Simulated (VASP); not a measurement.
Write the native input for VASP 6.6.1 that does the following.

| Quantity | Value |
| --- | --- |
| Task | single point |
| Functional | LDA |
| Potentials or basis | VASP PAW LDA potentials, release 64 (Hf_pv, O) |
| Cutoff | 520 eV |
| k mesh | 6 × 6 × 8 |
| Occupations | gaussian, width 0.05 eV |
| Spin | no spin polarisation |
| Dipole correction | no |
| Further INCAR settings | ALGO = Normal; EDIFF = 1e-07; NBANDS = 31 |

The structure of HfO2 lies in POSCAR:

```
HfO2
1.0
    4.7888991444      0.0000000000      0.0000000000
    0.0000000000      4.7888991444      0.0000000000
    0.0000000000      0.0000000000      3.1858186407
Hf O
2 4
Direct
    0.0000000000      0.0000000000     -0.0025996846
    0.5000000000      0.5000000000      0.5025996846
    0.1951075730      0.8048924270      0.5353127446
    0.3048924270      0.3048924270     -0.0353127446
    0.6951075730      0.6951075730     -0.0353127446
    0.8048924270      0.1951075730      0.5353127446
```

This cell differs from its parent crystal: mode 12 (423.5 1/cm) frozen in, largest displacement +0.113 Å.

The input as run:

INCAR

```
ALGO = Normal
EDIFF = 1E-7
ENCUT = 520
GGA = CA
ISIF = 2
ISMEAR = 0
LASPH = True
LCHARG = True
LELF = True
LREAL = False
LVHAR = True
LWAVE = False
NBANDS = 31
NELM = 60
PREC = Accurate
SIGMA = 0.05
```

KPOINTS

```
k-points
0
Gamma
  6 6 8
```

Potentials or basis: VASP PAW LDA potentials, release 64 (Hf_pv, O).

Launch:

```console
$ cat potpaw_LDA.64/Hf_pv/POTCAR potpaw_LDA.64/O/POTCAR > POTCAR
$ mpirun -np 1 vasp_std > vasp.out
```

Results of the run:

- Pressure: 0.3 GPa
- Largest force: 1.234 eV/Å
- Band gap on the k mesh: 4.07 eV, direct

Caveat: the cell differs from its parent crystal (mode 12 (423.5 1/cm) frozen in, largest displacement +0.113 Å); spin-orbit coupling is left out, which moves the levels of the heavy elements; forces of over 1 eV/Å act on the atoms, so gaps and moduli don't describe the material at rest.

Wall time 58 s on 1 thread of AMD EPYC 9R45 96-Core Processor (Zen 5) (shared host), peak memory 0.18 GiB.
